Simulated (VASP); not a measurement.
# NaF (Fm-3m) in VASP: settings compared

NaF is run at these levels: PBE, PBEsol; tasks: single point.

Everything below comes from runs of VASP 6.6.1. Logs are shortened: lines on timing, memory, paths and dates and some standing lists are left out, and cuts for length are marked.

## 1. The cell of the first run

The structure is cubic, space group Fm-3m (No. 225). Conventional cell: a = 4.594 Å, b = 4.594 Å, c = 4.594 Å, α = 90.00°, β = 90.00°, γ = 90.00°. Within 3.0 Å of Na (site symmetry m-3m) lie 6 F at 2.30 Å. Within 3.0 Å of F (site symmetry m-3m) lie 6 Na at 2.30 Å.

## 2. Single point, PBE

INCAR

```
SYSTEM = NaF
PREC = Accurate ; ENCUT = 520
EDIFF = 1E-6 ; ISMEAR = 1
SIGMA = 0.05 ; LREAL = .False.
LASPH = .True. ; NELM = 60
ALGO = Normal ; ISIF = 2
LWAVE = .False. ; LCHARG = .False.
GGA = PE ; NBANDS = 14
```

KPOINTS

```
Automatic mesh
0
Gamma
  6 6 6
  0 0 0
```

POSCAR

```
NaF
1.0
    0.0000000000      2.2971680799      2.2971680799
    2.2971680799      0.0000000000      2.2971680799
    2.2971680799      2.2971680799      0.0000000000
Na F
1 1
Direct
    0.0000000000      0.0000000000      0.0000000000
    0.5000000000      0.5000000000      0.5000000000
```

Potentials or basis: VASP PAW PBE potentials, release 64 (Na_pv, F).

Run with:

```
cat potpaw_PBE.64/Na_pv/POTCAR potpaw_PBE.64/F/POTCAR > POTCAR
mpirun -np 1 vasp_std > vasp.out
```

OUTCAR:

```text
SYSTEM = NaF
   PREC = Accurate
   ENCUT = 520
   EDIFF = 1E-6
   ISMEAR = 1
   LREAL = .False.
   LASPH = .True.
   NELM = 60
   ISIF = 2
   GGA = PE

 ion  position               nearest neighbor table
   1  0.000  0.000  0.000-   2 2.30   2 2.30   2 2.30   2 2.30   2 2.30   2 2.30
   2  0.500  0.500  0.500-   1 2.30   1 2.30   1 2.30   1 2.30   1 2.30   1 2.30

  LATTYP: Found a face centered cubic cell.
 ALAT       =     4.5943361598

  Lattice vectors:

 A1 = (   0.0000000000,   2.2971680799,   2.2971680799)
 A2 = (   2.2971680799,   0.0000000000,   2.2971680799)
 A3 = (   2.2971680799,   2.2971680799,   0.0000000000)

Analysis of symmetry for initial positions (statically):
=====================================================================
 Subroutine PRICEL returns:
 Original cell was already a primitive cell.

 Routine SETGRP: Setting up the symmetry group for a
 face centered cubic supercell.

 Subroutine GETGRP returns: Found 48 space group operations
 (whereof 48 operations were pure point group operations)
 out of a pool of 48 trial point group operations.

The static configuration has the point symmetry O_h .

Analysis of symmetry for dynamics (positions and initial velocities):
=====================================================================
 Subroutine PRICEL returns:
 Original cell was already a primitive cell.

 Routine SETGRP: Setting up the symmetry group for a
 face centered cubic supercell.

 Subroutine GETGRP returns: Found 48 space group operations
 (whereof 48 operations were pure point group operations)
 out of a pool of 48 trial point group operations.

The dynamic configuration has the point symmetry O_h .

 Subroutine INISYM returns: Found 48 space group operations
 (whereof 48 operations are pure point group operations),
 and found     1 'primitive' translations

----------------------------------------------------------------------------------------

                                     Primitive cell

  volume of cell :      24.2442

  direct lattice vectors                    reciprocal lattice vectors
     0.000000000  2.297168080  2.297168080    -0.217659302  0.217659302  0.217659302
     2.297168080  0.000000000  2.297168080     0.217659302 -0.217659302  0.217659302
     2.297168080  2.297168080  0.000000000     0.217659302  0.217659302 -0.217659302

  length of vectors
     3.248686254  3.248686254  3.248686254     0.376996969  0.376996969  0.376996969

  position of ions in fractional coordinates (direct lattice)
     0.000000000  0.000000000  0.000000000
     0.500000000  0.500000000  0.500000000

  ion indices of the primitive-cell ions
   primitive index   ion index
                 1           1
                 2           2

----------------------------------------------------------------------------------------

 KPOINTS: Automatic mesh

Automatic generation of k-mesh.
 Grid dimensions read from file:
 generate k-points for:    6    6    6

 Generating k-lattice:

  Cartesian coordinates                     Fractional coordinates (reciprocal lattice)
    -0.036276550  0.036276550  0.036276550     0.166666667  0.000000000  0.000000000
     0.036276550 -0.036276550  0.036276550     0.000000000  0.166666667  0.000000000
     0.036276550  0.036276550 -0.036276550     0.000000000  0.000000000  0.166666667

  Length of vectors
     0.062832828  0.062832828  0.062832828

  Shift w.r.t. Gamma in fractional coordinates (k-lattice)
     0.000000000  0.000000000  0.000000000

 Subroutine IBZKPT returns following result:
 ===========================================

 Found     16 irreducible k-points:

 Following reciprocal coordinates:
            Coordinates               Weight
  0.000000  0.000000  0.000000      1.000000
  0.166667  0.000000  0.000000      8.000000
  0.333333  0.000000  0.000000      8.000000
  0.500000  0.000000  0.000000      4.000000
  0.166667  0.166667  0.000000      6.000000
  0.333333  0.166667  0.000000     24.000000
[... 8 lines left out ...]
 -0.333333  0.333333  0.166667     24.000000
 -0.333333  0.500000  0.166667     12.000000
   k-points           NKPTS =     16   k-points in BZ     NKDIM =     16   number of bands    NBANDS=     14
   number of dos      NEDOS =    301   number of ions     NIONS =      2
   total plane-waves  NPLWV =  13824
   dimension x,y,z NGX =    24 NGY =   24 NGZ =   24
   dimension x,y,z NGXF=    48 NGYF=   48 NGZF=   48
   ions per type =               1   1
   NGX,Y,Z   is equivalent  to a cutoff of  12.28, 12.28, 12.28 a.u.
   NGXF,Y,Z  is equivalent  to a cutoff of  24.56, 24.56, 24.56 a.u.
 SYSTEM =  NaF
   PREC   = accura    normal or accurate (medium, high low for compatibility)
   ISTART =      0    job   : 0-new  1-cont  2-samecut
   ICHARG =      2    charge: 1-file 2-atom 10-const
   ISPIN  =      1    spin polarized calculation?
   LNONCOLLINEAR =      F non collinear calculations
   LSORBIT =      F    spin-orbit coupling
   LASPH  =      T    aspherical Exc in radial PAW
   ENCUT  =  520.0 eV  38.22 Ry    6.18 a.u.   6.04  6.04  6.04*2*pi/ulx,y,z
   NELM   =     60;   NELMIN=  2; NELMDL= -5     # of ELM steps
   EDIFF  = 0.1E-05   stopping-criterion for ELM
   LREAL  =      F    real-space projection
   EDIFFG = 0.1E-04   stopping-criterion for IOM
   NSW    =      0    number of steps for IOM
   IBRION =     -1    ionic relax: 0-MD 1-quasi-New 2-CG
   NFREE  =      0    steps in history (QN), initial steepest desc. (CG)
   ISIF   =      2    stress and relaxation
   ISYM   =      2    0-nonsym 1-usesym 2-fastsym
   POTIM  = 0.5000    time-step for ionic-motion
   TEBEG  =    0.0;   TEEND  =   0.0 temperature during run
   PSTRESS=    0.0 pullay stress
   NELECT =      14.0000    total number of electrons
   NUPDOWN=      -1.0000    fix difference up-down
   EMIN   =  10.00;   EMAX   =-10.00  energy-range for DOS
   EFERMI =   0.00;   METHOD = LEGACY
   ISMEAR =     1;   SIGMA  =   0.05  broadening in eV -4-tet -1-fermi 0-gaus
   EFERMI_NEDOS =   21; number of points for ismear=-14 and -15
   IALGO  =     38    algorithm
   IMIX   =      4    mixing-type and parameters
     AMIX     =   0.40;   BMIX     =  1.00
     AMIX_MAG =   1.60;   BMIX_MAG =  1.00
  volume/ion in A,a.u.               =      12.12        81.80
  Fermi-wavevector in a.u.,A,eV,Ry     =   1.363269  2.576204 25.286442  1.858501
  Thomas-Fermi vector in A             =   2.489686
   LORBIT       =      0    0 simple, 1 ext, 2 COOP (PROOUT), +10 PAW based schemes
   GGA     = PE    functional components
   LHFCALC =     F    Hartree Fock is set to
   AEXX    =    0.0000 exact exchange contribution
   IVDW    =     0    specifies the selected vdW correction
   LEPSILON=     F    determine dielectric tensor
   LRPA    =     F    only Hartree local field effects (RPA)
 non-spin polarized calculation
 Methfessel and Paxton  Order N= 1 SIGMA  =   0.05
  energy-cutoff  :      520.00
  volume of cell :       24.24
 maximum number of plane-waves:       660
   NGX = 13   NGY = 13   NGZ = 13

 number of electron      13.9999992 magnetization

 Free energy of the ion-electron system (eV)
  ---------------------------------------------------
  ext. energy  EPLUGINS =         0.00000000
  ---------------------------------------------------
  free energy    TOTEN  =        -8.54951568 eV

  energy without entropy =       -8.54962578  energy(sigma->0) =       -8.54955238

 E-fermi :  -1.9335     XC(G=0):  -9.2791

 val. band max:       -1.9696485093   @ k =   0.0000   0.0000   0.0000
 cond. band min:       4.4710246824   @ k =   0.0000   0.0000   0.0000
 fundamental gap:      6.4406731917
 Fermi energy:        -1.9334522847

 k-point     1 :       0.0000    0.0000    0.0000
  band No.  band energies     occupation
      1     -21.1876      2.00000
      2     -20.8402      2.00000
      3     -20.8402      2.00000
      4     -20.8402      2.00000
      5      -1.9697      1.93599
      6      -1.9696      1.93590
      7      -1.9696      1.93590
      8       4.4710      0.00000
      9      17.1916      0.00000
     10      17.1916      0.00000
     11      17.1916      0.00000
     12      20.1069      0.00000
     13      22.3139      0.00000
     14      22.3139      0.00000

 k-point     2 :       0.1667    0.0000    0.0000
  band No.  band energies     occupation
      1     -21.4486      2.00000
      2     -20.8435      2.00000
      3     -20.8435      2.00000
      4     -20.5424      2.00000
      5      -2.4713      2.00000
      6      -2.0379      2.01186
      7      -2.0379      2.01187
      8       5.4145      0.00000
      9      14.7031      0.00000
     10      17.6139      0.00000
     11      17.6139      0.00000
     12      21.4933      0.00000
     13      21.4933      0.00000
     14      22.6229      0.00000

 k-point     3 :       0.3333    0.0000    0.0000
  band No.  band energies     occupation
      1     -21.7064      2.00000
      2     -20.8500      2.00000
      3     -20.8500      2.00000
      4     -20.2089      2.00000
      5      -3.2729      2.00000
      6      -2.1716      2.00000
      7      -2.1716      2.00000
      8       7.4228      0.00000
      9      12.2016      0.00000
     10      18.2886      0.00000
     11      18.2886      0.00000
     12      21.0181      0.00000
     13      21.0181      0.00000
     14      22.4728      0.00000
[... 188 lines left out ...]
 k-point    15 :      -0.3333    0.3333    0.1667
  band No.  band energies     occupation
      1     -21.5203      2.00000
      2     -20.9225      2.00000
      3     -20.8967      2.00000
      4     -20.3079      2.00000
      5      -3.1403      2.00000
      6      -2.7216      2.00000
      7      -2.3986      2.00000
      8      10.6099      0.00000
      9      11.1354      0.00000
     10      14.4627      0.00000
     11      16.3389      0.00000
     12      20.9843      0.00000
     13      21.6958      0.00000
     14      26.3515      0.00000

 k-point    16 :      -0.3333    0.5000    0.1667
  band No.  band energies     occupation
      1     -21.3182      2.00000
      2     -20.9693      2.00000
      3     -20.9216      2.00000
      4     -20.4693      2.00000
      5      -3.0831      2.00000
      6      -2.6379      2.00000
      7      -2.5202      2.00000
      8      11.4126      0.00000
      9      11.4278      0.00000
     10      12.8931      0.00000
     11      16.0644      0.00000
     12      19.8189      0.00000
     13      24.4140      0.00000
     14      24.4810      0.00000

------------------------ aborting loop because EDIFF is reached ----------------------------------------

  FORCE on cell =-STRESS in cart. coord.  units (eV):
  Direction    XX          YY          ZZ          XY          YZ          ZX
  --------------------------------------------------------------------------------------
  -------------------------------------------------------------------------------------
  Total        0.5297966      0.5297966      0.5297966      0.0000000      0.0000000      0.0000000
  in kB       35.0115552     35.0115552     35.0115552      0.0000000      0.0000000      0.0000000
  external PRESSURE =      35.0115552 kB  Pullay stress =       0.0000000 kB

 VOLUME and BASIS-vectors are now :
 -----------------------------------------------------------------------------
  energy-cutoff  :      520.00
  volume of cell :       24.24
      direct lattice vectors                 reciprocal lattice vectors
     0.000000000  2.297168080  2.297168080    -0.217659302  0.217659302  0.217659302
     2.297168080  0.000000000  2.297168080     0.217659302 -0.217659302  0.217659302
     2.297168080  2.297168080  0.000000000     0.217659302  0.217659302 -0.217659302

 POSITION                                       TOTAL-FORCE (eV/Angst)
 -----------------------------------------------------------------------------------
      0.00000      0.00000      0.00000         0.000000      0.000000      0.000000
      2.29717      2.29717      2.29717        -0.000000     -0.000000     -0.000000
 -----------------------------------------------------------------------------------
    total drift:                                0.000000     -0.000000      0.000000

  FREE ENERGIE OF THE ION-ELECTRON SYSTEM (eV)
  ---------------------------------------------------
  free  energy   TOTEN  =        -8.5495156807 eV

  energy  without entropy=       -8.5496257791  energy(sigma->0) =       -8.54955238
```

It took 3.4 s on 1 thread of Intel Xeon Platinum 8259CL at 2.50GHz (Skylake/Cascade Lake), shared host; peak memory 0.13 GiB.

What came out:

```yaml
Free_energy: -8.5495 eV
Pressure: 3.5 GPa
Band_gap_on_the_k_mesh: 6.44 eV, direct
```

A hybrid or GW would open this gap; PBE tends to underestimate it.

## 3. Single point, PBEsol

INCAR

```
PREC     = Accurate       # precision mode
ENCUT    = 520            # plane-wave cutoff, eV
EDIFF    = 1E-6           # SCF threshold, eV
ISMEAR   = 0              # smearing method
SIGMA    = 0.01           # smearing width, eV
LREAL    = F              # projectors in reciprocal space
LASPH    = T              # aspherical terms in the spheres
NELM     = 60             # most SCF steps
ALGO     = Normal         # electronic algorithm
ISIF     = 2              # what is computed and relaxed
LWAVE    = F              # write WAVECAR
LCHARG   = F              # write CHGCAR
GGA      = PS             # functional
NBANDS   = 14             # bands
```

KPOINTS

```
regular mesh
0
Gamma
  6 6 6
```

POSCAR is that of step 2.

Potentials or basis: VASP PAW PBE potentials, release 64 (Na_pv, F).

Run with:

```
cat potpaw_PBE.64/Na_pv/POTCAR potpaw_PBE.64/F/POTCAR > POTCAR
mpirun -np 1 vasp_std > vasp.out
```

Run time: 3.4 s. Hardware: 1 thread of Intel Xeon Platinum 8259CL at 2.50GHz (Skylake/Cascade Lake), shared host; peak memory 0.13 GiB.

It converged, with:

- Free energy: -8.7658 eV
- Pressure: 1.1 GPa
- Band gap on the k mesh: 6.30 eV, direct

Levels at points of the mesh, in eV from the valence-band top:
```tsv
k point	band 3	band 4	band 5	band 6	band 7	band 8	band 9	band 10	band 11	band 12
(0.00, 0.00, 0.00)	-18.69	-18.69	0.00	0.00	0.00	6.30	19.02	19.02	19.02	21.76
(0.50, 0.00, 0.00)	-18.71	-17.95	-1.68	-0.27	-0.27	10.76	12.55	20.26	20.26	23.11
(0.50, 0.50, 0.00)	-18.75	-18.75	-1.34	-0.42	-0.42	13.18	13.19	13.78	19.98	19.98
```

Caveat: the PAW data sets were made with another functional, which shifts forces and pressure a little.
